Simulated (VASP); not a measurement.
A run of VASP 6.6.1 is set up as follows.

Contents of INCAR:

```
SYSTEM = LiCl
  PREC = Accurate
  ENCUT = 520
  EDIFF = 1E-6
  ISMEAR = -1
  SIGMA = 0.05
  LREAL = .FALSE.
  LASPH = .TRUE.
  NELM = 80
  ALGO = Normal
  ISIF = 2
  LWAVE = .FALSE.
  LCHARG = .FALSE.
  GGA = B5
  ALDAX = 1.0
  AGGAX = 1.0
  AGGAC = 1.0
  ALDAC = 0.0
  NBANDS = 12
```

KPOINTS

```
Automatic mesh
0
G
  9 9 9
  0 0 0
```

POSCAR

```
LiCl
1.0
    0.0000000000      2.6153249740      2.6153249740
    2.6153249740      0.0000000000      2.6153249740
    2.6153249740      2.6153249740      0.0000000000
Cl Li
1 1
Direct
    0.5000000000      0.5000000000      0.5000000000
    0.0000000000      0.0000000000      0.0000000000
```

Potentials or basis: VASP PAW PBE potentials, release 64 (Cl, Li_sv).

Run with:

```bash
$ cat potpaw_PBE.64/Cl/POTCAR potpaw_PBE.64/Li_sv/POTCAR > POTCAR
$ mpirun -np 1 vasp_std > vasp.out
```

(1) What does it give for the band gap on the k mesh?

Answers

(1) 6.16 eV, direct.
